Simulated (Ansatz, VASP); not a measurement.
# Rb in VASP and in Ansatz

File POSCAR:

```
Rb
1.0
    0.0000000000      3.6398846700      3.6398846700
    3.6398846700      0.0000000000      3.6398846700
    3.6398846700      3.6398846700      0.0000000000
Rb
1
Direct
    0.0000000000      0.0000000000      0.0000000000
```

INCAR.step1

```
SYSTEM = Rb
PREC     = Accurate       ! precision mode
ENCUT    = 550            ! plane-wave cutoff, eV
ISMEAR   = 0              ! smearing method
SIGMA    = 0.1            ! smearing width, eV
LREAL    = .FALSE.        ! projectors in reciprocal space
LASPH    = .TRUE.         ! aspherical terms in the spheres
NELM     = 120            ! most SCF steps
NBANDS   = 10             ! bands
GGA      = PE             ! functional
ALGO     = Normal         ! electronic algorithm
EDIFF    = 1E-5           ! SCF threshold, eV
LWAVE    = .TRUE.         ! write WAVECAR
LCHARG   = .FALSE.        ! write CHGCAR
GGA_COMPAT= .FALSE.
```

Contents of INCAR.step2:

```
SYSTEM = Rb
PREC     = Accurate       ! precision mode
ENCUT    = 550            ! plane-wave cutoff, eV
EDIFF    = 1E-6           ! SCF threshold, eV
ISMEAR   = 0              ! smearing method
SIGMA    = 0.1            ! smearing width, eV
LREAL    = .FALSE.        ! projectors in reciprocal space
LASPH    = .TRUE.         ! aspherical terms in the spheres
NELM     = 120            ! most SCF steps
ALGO     = Normal         ! electronic algorithm
ISIF     = 2              ! what is computed and relaxed
LWAVE    = .FALSE.        ! write WAVECAR
LCHARG   = .TRUE.         ! write CHGCAR
METAGGA  = R2SCAN         ! meta-GGA
LMIXTAU  = .TRUE.       
LELF     = .TRUE.         ! ELF
LVHAR    = .TRUE.       
NBANDS   = 10             ! bands
ISTART   = 1            
GGA_COMPAT= .FALSE.
```

Contents of KPOINTS:

```
regular mesh
0
G
  4 4 4
  0 0 0
```

Input for Ansatz:

```yaml
crystal:
  lattice:
    - [0.0, 3.63988467, 3.63988467]
    - [3.63988467, 0.0, 3.63988467]
    - [3.63988467, 3.63988467, 0.0]
  atoms:
    - { symbol: Rb, position: [0.0, 0.0, 0.0] }
basis:
  ecutwfc: 500
kpoints:
  mp_grid: { grid: [4, 4, 4] }
hamiltonian:
  xc: r2scan
scf:
  occupations: { method: gaussian, width: 0.1 }
  lower_state_search: "off"
output:
  forces: true
  stress: true
  eigenvalues: true
```

Alike in both runs: task single point; functional r2SCAN; k mesh 4 × 4 × 4; occupations gaussian, width 0.1 eV; no spin polarisation.

|  | VASP | Ansatz |
| --- | --- | --- |
| version | VASP 6.6.1 | Ansatz 0.2.0 |
| potentials or method | VASP PAW PBE potentials, release 64 (Rb_sv), cutoff 550 eV | scalar-relativistic, plane waves, PAW |
| valence electrons in the cell | 9 | 9 |

|  | VASP | Ansatz | Ansatz less VASP |
| --- | --- | --- | --- |
| gap on the k mesh at the Fermi level (eV) | none | none | - |
| pressure (GPa) | 0.0 | 0.0 | -0.01 |

VASP's potentials were made for PBE, not for r2SCAN. A gap of «none» marks a metal or a gap that the smearing closes.

The k mesh is coarse, so the values compare programs but aren't converged.
